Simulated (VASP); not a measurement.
Here is a VASP 6.6.1 calculation.

File INCAR:

```
SYSTEM = Tl
PREC = Accurate ; ENCUT = 520
EDIFF = 1E-6 ; ISMEAR = -1
SIGMA = 0.08 ; LREAL = .False.
LASPH = .True. ; NELM = 80
ALGO = Normal ; ISIF = 2
LWAVE = .False. ; LCHARG = .False.
GGA = PE ; NBANDS = 12
```

Contents of KPOINTS:

```
regular mesh
0
Gamma
  12 12 12
  0 0 0
```

Contents of POSCAR:

```
Tl
1.0
    2.7425084351      0.0000000000      0.0000000000
    0.0000000000      2.7425084351      0.0000000000
    0.0000000000      0.0000000000      2.7425084351
Tl
1
Direct
    0.0000000000      0.0000000000      0.0000000000
```

Potentials or basis: VASP PAW PBE potentials, release 64 (Tl_d).

Command:

```sh
$ cat potpaw_PBE.64/Tl_d/POTCAR > POTCAR
$ mpirun -np 1 vasp_std > vasp.out
```

Task: Predict the pressure.

Result: 44.5 GPa.
